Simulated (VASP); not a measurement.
# Sr (P6/mmm) in VASP: a series of runs

The runs below take Sr through single point, with r2SCAN.

Everything below comes from runs of VASP 6.6.1. Logs are shortened: lines on timing, memory, paths and dates and some standing lists are left out, and cuts for length are marked.

### Step 1. The cell of the first run

It takes space group P6/mmm (No. 191, hexagonal). The conventional cell has a = 7.113 Å, b = 7.113 Å, c = 4.234 Å, α = 90.00°, β = 90.00°, γ = 120.00°. Within 5.6 Å of Sr (site symmetry 6/mmm) lie 14 Sr at 4.23 to 4.62 Å. Sr (site symmetry -6m2) has 11 Sr at 4.11 to 4.62 Å within 5.4 Å.

This isn't the form of Sr at room conditions, which is fcc.

### Step 2. Single point, r2SCAN (61.84 Å³/atom)

POSCAR

```
Sr
1.0
    7.1128346427      0.0000000000      0.0000000000
   -3.5564173214      6.1598954935      0.0000000000
    0.0000000000      0.0000000000      4.2341646147
Sr
3
Direct
    0.0000000000      0.0000000000      0.0000000000
    0.3333333333      0.6666666667      0.5000000000
    0.6666666667      0.3333333333      0.5000000000
```

INCAR.step1

```
  PREC = Accurate
  ENCUT = 520
  ISMEAR = -1
  SIGMA = 0.1
  LREAL = F
  LASPH = T
  NELM = 60
  NBANDS = 22
  GGA = PE
  ALGO = Normal
  EDIFF = 1E-4
  LWAVE = T
  LCHARG = F
```

INCAR.step2

```
  PREC = Accurate
  ENCUT = 520
  EDIFF = 1E-6
  ISMEAR = -1
  SIGMA = 0.1
  LREAL = F
  LASPH = T
  NELM = 60
  ALGO = Normal
  ISIF = 2
  LWAVE = F
  LCHARG = F
  METAGGA = R2SCAN
  LMIXTAU = T
  NBANDS = 22
  ISTART = 1
```

KPOINTS

```
Automatic mesh
0
Gamma
  6 6 9
```

Potentials or basis: VASP PAW PBE potentials, release 64 (Sr_sv).

Command:

```bash
> cat potpaw_PBE.64/Sr_sv/POTCAR > POTCAR
> cp INCAR.step1 INCAR
> mpirun -np 1 vasp_std > vasp.out
> cp INCAR.step2 INCAR
> mpirun -np 1 vasp_std > vasp.out
```

OUTCAR:

```text
PREC = Accurate
   ENCUT = 520
   EDIFF = 1E-6
   ISMEAR = -1
   LREAL = F
   LASPH = T
   NELM = 60
   ISIF = 2
   METAGGA = R2SCAN
   ISTART = 1

 ion  position               nearest neighbor table
   1  0.000  0.000  0.000-   2 4.62   3 4.62   2 4.62   3 4.62   3 4.62   3 4.62   2 4.62   2 4.62
                             3 4.62   3 4.62   2 4.62   2 4.62
   2  0.333  0.667  0.500-   3 4.11   3 4.11   3 4.11   1 4.62   1 4.62   1 4.62   1 4.62   1 4.62
                             1 4.62
   3  0.667  0.333  0.500-   2 4.11   2 4.11   2 4.11   1 4.62   1 4.62   1 4.62   1 4.62   1 4.62
                             1 4.62

  LATTYP: Found a hexagonal cell.
 ALAT       =     7.1128346427
 C/A-ratio  =     0.5952851187

  Lattice vectors:

 A1 = (   7.1128346427,   0.0000000000,   0.0000000000)
 A2 = (  -3.5564173214,   6.1598954935,   0.0000000000)
 A3 = (   0.0000000000,   0.0000000000,   4.2341646147)

Analysis of symmetry for initial positions (statically):
=====================================================================
 Subroutine PRICEL returns:
 Original cell was already a primitive cell.

 Routine SETGRP: Setting up the symmetry group for a
 hexagonal supercell.

 Subroutine GETGRP returns: Found 24 space group operations
 (whereof 24 operations were pure point group operations)
 out of a pool of 24 trial point group operations.

The static configuration has the point symmetry D_6h.

Analysis of symmetry for dynamics (positions and initial velocities):
=====================================================================
 Subroutine PRICEL returns:
 Original cell was already a primitive cell.

 Routine SETGRP: Setting up the symmetry group for a
 hexagonal supercell.

 Subroutine GETGRP returns: Found 24 space group operations
 (whereof 24 operations were pure point group operations)
 out of a pool of 24 trial point group operations.

The dynamic configuration has the point symmetry D_6h.

 Subroutine INISYM returns: Found 24 space group operations
 (whereof 24 operations are pure point group operations),
 and found     1 'primitive' translations

----------------------------------------------------------------------------------------

                                     Primitive cell

  volume of cell :     185.5170

  direct lattice vectors                    reciprocal lattice vectors
     7.112834643  0.000000000  0.000000000     0.140590925  0.081170208  0.000000000
    -3.556417321  6.159895493  0.000000000     0.000000000  0.162340416  0.000000000
     0.000000000  0.000000000  4.234164615     0.000000000  0.000000000  0.236174096

  length of vectors
     7.112834643  7.112834643  4.234164615     0.162340416  0.162340416  0.236174096

  position of ions in fractional coordinates (direct lattice)
     0.000000000  0.000000000  0.000000000
     0.333333333  0.666666667  0.500000000
     0.666666667  0.333333333  0.500000000

  ion indices of the primitive-cell ions
   primitive index   ion index
                 1           1
                 2           2
                 3           3

----------------------------------------------------------------------------------------

 KPOINTS: Automatic mesh

Automatic generation of k-mesh.
 Grid dimensions read from file:
 generate k-points for:    6    6    9

 Generating k-lattice:

  Cartesian coordinates                     Fractional coordinates (reciprocal lattice)
     0.023431821  0.013528368  0.000000000     0.166666667  0.000000000  0.000000000
     0.000000000  0.027056736  0.000000000     0.000000000  0.166666667  0.000000000
     0.000000000  0.000000000  0.026241566     0.000000000  0.000000000  0.111111111

  Length of vectors
     0.027056736  0.027056736  0.026241566

  Shift w.r.t. Gamma in fractional coordinates (k-lattice)
     0.000000000  0.000000000  0.000000000

 Subroutine IBZKPT returns following result:
 ===========================================

 Found     35 irreducible k-points:

 Following reciprocal coordinates:
            Coordinates               Weight
  0.000000  0.000000  0.000000      1.000000
  0.166667  0.000000  0.000000      6.000000
  0.333333 -0.000000  0.000000      6.000000
  0.500000 -0.000000  0.000000      3.000000
  0.166667  0.166667  0.000000      6.000000
  0.333333  0.166667  0.000000     12.000000
[... 16 lines left out ...]
  0.166667  0.000000  0.333333     12.000000
  0.333333 -0.000000  0.333333     12.000000
 [... further k-points ...]
   k-points           NKPTS =     35   k-points in BZ     NKDIM =     35   number of bands    NBANDS=     22
   number of dos      NEDOS =    301   number of ions     NIONS =      3
   total plane-waves  NPLWV =  93312
   dimension x,y,z NGX =    54 NGY =   54 NGZ =   32
   dimension x,y,z NGXF=   108 NGYF=  108 NGZF=   64
   ions per type =               3
   NGX,Y,Z   is equivalent  to a cutoff of  12.62, 12.62, 12.56 a.u.
   NGXF,Y,Z  is equivalent  to a cutoff of  25.24, 25.24, 25.13 a.u.
 SYSTEM =  unknown system
   PREC   = accura    normal or accurate (medium, high low for compatibility)
   ISTART =      1    job   : 0-new  1-cont  2-samecut
   ICHARG =      0    charge: 1-file 2-atom 10-const
   ISPIN  =      1    spin polarized calculation?
   LNONCOLLINEAR =      F non collinear calculations
   LSORBIT =      F    spin-orbit coupling
   LASPH  =      T    aspherical Exc in radial PAW
   ENCUT  =  520.0 eV  38.22 Ry    6.18 a.u.  13.23 13.23  7.87*2*pi/ulx,y,z
   NELM   =     60;   NELMIN=  2; NELMDL=  0     # of ELM steps
   EDIFF  = 0.1E-05   stopping-criterion for ELM
   LREAL  =      F    real-space projection
   EDIFFG = 0.1E-04   stopping-criterion for IOM
   NSW    =      0    number of steps for IOM
   IBRION =     -1    ionic relax: 0-MD 1-quasi-New 2-CG
   NFREE  =      0    steps in history (QN), initial steepest desc. (CG)
   ISIF   =      2    stress and relaxation
   ISYM   =      2    0-nonsym 1-usesym 2-fastsym
   POTIM  = 0.5000    time-step for ionic-motion
   TEBEG  =    0.0;   TEEND  =   0.0 temperature during run
   PSTRESS=    0.0 pullay stress
   NELECT =      30.0000    total number of electrons
   NUPDOWN=      -1.0000    fix difference up-down
   EMIN   =  10.00;   EMAX   =-10.00  energy-range for DOS
   EFERMI =   0.00;   METHOD = LEGACY
   ISMEAR =    -1;   SIGMA  =   0.10  broadening in eV -4-tet -1-fermi 0-gaus
   EFERMI_NEDOS =   21; number of points for ismear=-14 and -15
   IALGO  =     38    algorithm
   IMIX   =      4    mixing-type and parameters
     AMIX     =   0.40;   BMIX     =  1.00
     AMIX_MAG =   1.60;   BMIX_MAG =  1.00
  volume/ion in A,a.u.               =      61.84       417.31
  Fermi-wavevector in a.u.,A,eV,Ry     =   0.891909  1.685464 10.823462  0.795502
  Thomas-Fermi vector in A             =   2.013790
   LORBIT       =      0    0 simple, 1 ext, 2 COOP (PROOUT), +10 PAW based schemes
   METAGGA = R2SCAN    functional components
   LHFCALC =     F    Hartree Fock is set to
   AEXX    =    0.0000 exact exchange contribution
   IVDW    =     0    specifies the selected vdW correction
   LEPSILON=     F    determine dielectric tensor
   LRPA    =     F    only Hartree local field effects (RPA)
 non-spin polarized calculation
  energy-cutoff  :      520.00
  volume of cell :      185.52
 maximum number of plane-waves:      5025
 NGX is ok and might be reduce to    54
   NGX = 27   NGY = 27   NGZ = 15

 number of electron      30.0000000 magnetization

 Free energy of the ion-electron system (eV)
  ---------------------------------------------------
  ext. energy  EPLUGINS =         0.00000000
  ---------------------------------------------------
  free energy    TOTEN  =       -45.18733585 eV

  energy without entropy =      -45.03153005  energy(sigma->0) =      -45.10943295

 E-fermi :   1.2109     XC(G=0):  -7.4233

 val. band max:        1.2044076740   @ k =   0.3333  -0.0000   0.2222
 cond. band min:       1.2270752232   @ k =   0.1667   0.0000   0.0000
 fundamental gap:      0.0226675492
 Fermi energy:         1.2109457031

 k-point     1 :       0.0000    0.0000    0.0000
  band No.  band energies     occupation
      1     -37.1001      2.00000
      2     -37.0877      2.00000
      3     -36.9955      2.00000
      4     -18.4895      2.00000
      5     -18.4895      2.00000
      6     -18.4018      2.00000
[... 14 lines left out ...]
     21       4.0892      0.00000
     22       4.0892      0.00000

 k-point     2 :       0.1667    0.0000    0.0000
  band No.  band energies     occupation
      1     -37.0994      2.00000
      2     -37.0884      2.00000
      3     -36.9955      2.00000
      4     -18.4941      2.00000
      5     -18.4868      2.00000
      6     -18.3998      2.00000
[... 14 lines left out ...]
     21       3.8262      0.00000
     22       4.2056      0.00000

 k-point     3 :       0.3333   -0.0000    0.0000
  band No.  band energies     occupation
      1     -37.0974      2.00000
      2     -37.0903      2.00000
      3     -36.9956      2.00000
      4     -18.5022      2.00000
      5     -18.4757      2.00000
      6     -18.4058      2.00000
[... 14 lines left out ...]
     21       3.2725      0.00000
     22       4.1421      0.00000

 k-point     4 :       0.5000   -0.0000    0.0000
  band No.  band energies     occupation
      1     -37.0959      2.00000
      2     -37.0918      2.00000
      3     -36.9956      2.00000
      4     -18.5058      2.00000
      5     -18.4645      2.00000
      6     -18.4173      2.00000
[... 14 lines left out ...]
     21       3.1217      0.00000
     22       4.0709      0.00000

 k-point     5 :       0.1667    0.1667    0.0000
  band No.  band energies     occupation
      1     -37.0980      2.00000
      2     -37.0898      2.00000
      3     -36.9956      2.00000
      4     -18.4990      2.00000
      5     -18.4806      2.00000
      6     -18.4039      2.00000
[... 417 lines left out ...]
 k-point    22 :       0.0000    0.0000    0.3333
  band No.  band energies     occupation
      1     -37.0960      2.00000
      2     -37.0838      2.00000
      3     -36.9915      2.00000
      4     -18.4797      2.00000
      5     -18.4797      2.00000
      6     -18.4723      2.00000
[... 14 lines left out ...]
     21       3.5007      0.00000
     22       3.5049      0.00000

 k-point    23 :       0.1667    0.0000    0.3333
  band No.  band energies     occupation
      1     -37.0952      2.00000
      2     -37.0845      2.00000
      3     -36.9915      2.00000
      4     -18.4824      2.00000
      5     -18.4759      2.00000
      6     -18.4714      2.00000
[... 14 lines left out ...]
     21       3.4743      0.00000
     22       3.5324      0.00000

 k-point    24 :       0.3333   -0.0000    0.3333
  band No.  band energies     occupation
      1     -37.0934      2.00000
      2     -37.0864      2.00000
      3     -36.9915      2.00000
      4     -18.4874      2.00000
      5     -18.4705      2.00000
      6     -18.4660      2.00000
[... 14 lines left out ...]
     21       3.3856      0.00000
     22       3.4325      0.00000

 [... further k-points ...]

------------------------ aborting loop because EDIFF is reached ----------------------------------------

  FORCE on cell =-STRESS in cart. coord.  units (eV):
  Direction    XX          YY          ZZ          XY          YZ          ZX
  --------------------------------------------------------------------------------------
  -------------------------------------------------------------------------------------
  Total       -0.9010094     -0.9010094     -0.8609826      0.0000000      0.0000000      0.0000000
  in kB       -7.7813706     -7.7813706     -7.4356876      0.0000000      0.0000000      0.0000000
  external PRESSURE =      -7.6661429 kB  Pullay stress =       0.0000000 kB

 VOLUME and BASIS-vectors are now :
 -----------------------------------------------------------------------------
  energy-cutoff  :      520.00
  volume of cell :      185.52
      direct lattice vectors                 reciprocal lattice vectors
     7.112834643  0.000000000  0.000000000     0.140590925  0.081170208  0.000000000
    -3.556417321  6.159895493  0.000000000     0.000000000  0.162340416  0.000000000
     0.000000000  0.000000000  4.234164615     0.000000000  0.000000000  0.236174096

 POSITION                                       TOTAL-FORCE (eV/Angst)
 -----------------------------------------------------------------------------------
      0.00000      0.00000      0.00000        -0.000000      0.000000      0.000000
     -0.00000      4.10660      2.11708        -0.000000     -0.000000     -0.000000
      3.55642      2.05330      2.11708         0.000000      0.000000      0.000000
 -----------------------------------------------------------------------------------
    total drift:                                0.000000      0.000000      0.000000

  FREE ENERGIE OF THE ION-ELECTRON SYSTEM (eV)
  ---------------------------------------------------
  free  energy   TOTEN  =       -45.1873358467 eV

  energy  without entropy=      -45.0315300454  energy(sigma->0) =      -45.10943295
```

Wall time 4.5 min (1 thread of Intel Xeon 6975P-C (Granite Rapids), shared host); peak memory 0.38 GiB.

Results:

```yaml
Free_energy: -45.1873 eV
Pressure: -0.8 GPa
Band_gap_on_the_k_mesh: zero (bands 15 and 16 overlap by 0.30 eV)
```

Caveat: the PAW data sets were made with another functional, which shifts forces and pressure a little.

### Step 3. Single point, r2SCAN (64.13 Å³/atom)

This run uses another cell than the first one, of 64.13 Å³/atom.

POSCAR

```
Sr
1.0
    7.1995850783      0.0000000000      0.0000000000
   -3.5997925391      6.2350235745      0.0000000000
    0.0000000000      0.0000000000      4.2858058580
Sr
3
Direct
    0.0000000000      0.0000000000      0.0000000000
    0.3333333333      0.6666666667      0.5000000000
    0.6666666667      0.3333333333      0.5000000000
```

INCAR.step1

```
PREC = Accurate
ENCUT = 520
ISMEAR = -1
SIGMA = 0.1
LREAL = F
LASPH = T
NELM = 60
NBANDS = 22
GGA = PE
ALGO = Normal
EDIFF = 1E-4
LWAVE = T
LCHARG = F
```

INCAR.step2

```
PREC = Accurate
ENCUT = 520
EDIFF = 1E-6
ISMEAR = -1
SIGMA = 0.1
LREAL = F
LASPH = T
NELM = 60
ALGO = Normal
ISIF = 2
LWAVE = F
LCHARG = F
METAGGA = R2SCAN
LMIXTAU = T
NBANDS = 22
ISTART = 1
```

KPOINTS is that of step 2.

Potentials or basis: VASP PAW PBE potentials, release 64 (Sr_sv).

Command:

```bash
> cat potpaw_PBE.64/Sr_sv/POTCAR > POTCAR
> cp INCAR.step1 INCAR
> mpirun -np 1 vasp_std > vasp.out
> cp INCAR.step2 INCAR
> mpirun -np 1 vasp_std > vasp.out
```

It took 4.4 min on 1 thread of Intel Xeon 6975P-C (Granite Rapids), shared host; peak memory 0.39 GiB.

The run converged. Its results:

```yaml
Free_energy: -45.1478 eV
Pressure: -1.1 GPa
Band_gap_on_the_k_mesh: zero (bands 15 and 16 overlap by 0.36 eV)
```

Levels at points of the mesh, in eV from the Fermi level:
| k point | band 12 | band 13 | band 14 | band 15 | band 16 | band 17 | band 18 | band 19 |
| --- | --- | --- | --- | --- | --- | --- | --- | --- |
| (0.00, 0.00, 0.00) | -19.58 | -3.58 | 0.11 | 0.13 | 0.13 | 0.16 | 0.16 | 0.60 |
| (0.50, 0.00, 0.00) | -19.58 | -2.38 | -2.37 | -0.88 | -0.08 | 1.23 | 1.45 | 1.50 |

Caveat: the PAW data sets were made with another functional, which shifts forces and pressure a little.

### Step 4. Single point, r2SCAN

This run uses another cell than the first one, of 57.26 Å³/atom.

POSCAR

```
Sr
1.0
    6.9326848881      0.0000000000      0.0000000000
   -3.4663424440      6.0038812295      0.0000000000
    0.0000000000      0.0000000000      4.1269241466
Sr
3
Direct
    0.0000000000      0.0000000000      0.0000000000
    0.3333333333      0.6666666667      0.5000000000
    0.6666666667      0.3333333333      0.5000000000
```

INCAR.step1

```
SYSTEM = Sr
PREC     = Accurate       ! precision mode
ENCUT    = 520            ! plane-wave cutoff, eV
ISMEAR   = -1             ! smearing method
SIGMA    = 0.1            ! smearing width, eV
LREAL    = .False.        ! projectors in reciprocal space
LASPH    = .True.         ! aspherical terms in the spheres
NELM     = 100            ! most SCF steps
NBANDS   = 22             ! bands
GGA      = PE             ! functional
ALGO     = Normal         ! electronic algorithm
EDIFF    = 1E-4           ! SCF threshold, eV
LWAVE    = .True.         ! write WAVECAR
LCHARG   = .False.        ! write CHGCAR
```

INCAR.step2

```
SYSTEM = Sr
PREC     = Accurate       ! precision mode
ENCUT    = 520            ! plane-wave cutoff, eV
EDIFF    = 1E-6           ! SCF threshold, eV
ISMEAR   = -1             ! smearing method
SIGMA    = 0.1            ! smearing width, eV
LREAL    = .False.        ! projectors in reciprocal space
LASPH    = .True.         ! aspherical terms in the spheres
NELM     = 100            ! most SCF steps
ALGO     = Normal         ! electronic algorithm
ISIF     = 2              ! what is computed and relaxed
LWAVE    = .False.        ! write WAVECAR
LCHARG   = .True.         ! write CHGCAR
METAGGA  = R2SCAN         ! meta-GGA
LMIXTAU  = .True.       
LELF     = .True.         ! ELF
LVHAR    = .True.       
NBANDS   = 22             ! bands
ISTART   = 1
```

KPOINTS

```
Automatic mesh
0
Gamma
  7 7 10
  0 0 0
```

Command:

```bash
> cat potpaw_PBE.64/Sr_sv/POTCAR > POTCAR
> cp INCAR.step1 INCAR
> mpirun -np 1 vasp_std > vasp.out
> cp INCAR.step2 INCAR
> mpirun -np 1 vasp_std > vasp.out
```

Run time: 6.4 min. Hardware: 1 thread of Intel Xeon 6975P-C (Granite Rapids), shared host; peak memory 0.41 GiB.

Results (log left out):

| Quantity | Value |
| --- | --- |
| Free energy | -45.2201 eV |
| Pressure | 0.0 GPa |
| Band gap on the k mesh | zero (bands 15 and 16 overlap by 0.24 eV) |

Levels at points of the mesh, in eV from the Fermi level:
| k point | band 13 | band 14 | band 15 | band 16 | band 17 | band 18 |
| --- | --- | --- | --- | --- | --- | --- |
| (0.00, 0.00, 0.00) | -3.76 | 0.08 | 0.14 | 0.14 | 0.20 | 0.20 |
| (0.00, 0.00, 0.50) | -1.38 | -1.03 | 0.16 | 0.16 | 0.33 | 0.33 |

Caveat: the PAW data sets were made with another functional, which shifts forces and pressure a little.

### Step 5. The runs side by side

| cell | k mesh | gap on the mesh (eV) | pressure (GPa) |
| --- | --- | --- | --- |
| a = 7.113, b = 7.113, c = 4.234 Å, angles 90.0, 90.0, 120.0°, 3 atoms | 6 × 6 × 9 | none | -0.8 |
| a = 7.200, b = 7.200, c = 4.286 Å, angles 90.0, 90.0, 120.0°, 3 atoms | 6 × 6 × 9 | none | -1.1 |
| a = 6.933, b = 6.933, c = 4.127 Å, angles 90.0, 90.0, 120.0°, 3 atoms | 7 × 7 × 10 | none | 0.0 |

Alike in all rows: task single point; level r2SCAN; potentials or basis VASP PAW PBE potentials, release 64 (Sr_sv); no spin polarisation; cutoff (eV) 520; smearing fermi-dirac 0.1 eV.

Caveats: the PAW data sets were made with another functional, which shifts forces and pressure a little.

Absolute energies hang on the potentials; compare differences alone.
